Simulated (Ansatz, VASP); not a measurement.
Two plane-wave programs on In

File INCAR:

```
SYSTEM = In
PREC = Accurate
ENCUT = 520
EDIFF = 1E-6
ISMEAR = 0
SIGMA = 0.15
LREAL = .FALSE.
LASPH = .TRUE.
NELM = 60
ALGO = Fast
ISIF = 2
LWAVE = .FALSE.
LCHARG = .TRUE.
GGA = PE
LELF = .TRUE.
LVHAR = .TRUE.
NBANDS = 12
```

Contents of KPOINTS:

```
Automatic mesh
0
G
  20 20 20
  0 0 0
```

Contents of POSCAR:

```
In
1.0
   -1.6017577500      1.6017577500      2.3997315000
    1.6017577500     -1.6017577500      2.3997315000
    1.6017577500      1.6017577500     -2.3997315000
In
1
Direct
    0.0000000000      0.0000000000      0.0000000000
```

Input for Ansatz:

```yaml
crystal:
  lattice:
    - [-1.60175775, 1.60175775, 2.3997315]
    - [1.60175775, -1.60175775, 2.3997315]
    - [1.60175775, 1.60175775, -2.3997315]
  atoms:
    - { symbol: In, position: [0.0, 0.0, 0.0] }
basis:
  ecutwfc: 420
kpoints:
  mp_grid: { grid: [20, 20, 20] }
hamiltonian:
  xc: pbe
scf:
  occupations: { method: gaussian, width: 0.15 }
output:
  forces: true
  stress: true
  eigenvalues: true
```

Change from the starting cell: strain -0.015 along x and y, -0.030 along z, atoms carried along.

Alike in both runs: task single point; functional PBE; k mesh 20 × 20 × 20; occupations gaussian, width 0.15 eV; no spin polarisation.

|  | VASP | Ansatz |
| --- | --- | --- |
| version | VASP 6.6.1 | Ansatz 0.2.0 |
| potentials or method | VASP PAW PBE potentials, release 64 (In_d), cutoff 520 eV | scalar-relativistic, plane waves, PAW |
| valence electrons in the cell | 13 | 13 |

Ansatz gave:

* gap on the k mesh at the Fermi level (eV): none
* pressure (GPa): 5.2
* traceless stress, the component that is largest in VASP (GPa): -0.11

Task: Which values does VASP return?

Result: gap on the k mesh at the Fermi level (eV): none; pressure (GPa): 5.2; traceless stress, the component that is largest in VASP (GPa): -0.12.

A gap of «none» marks a metal or a gap that the smearing closes.
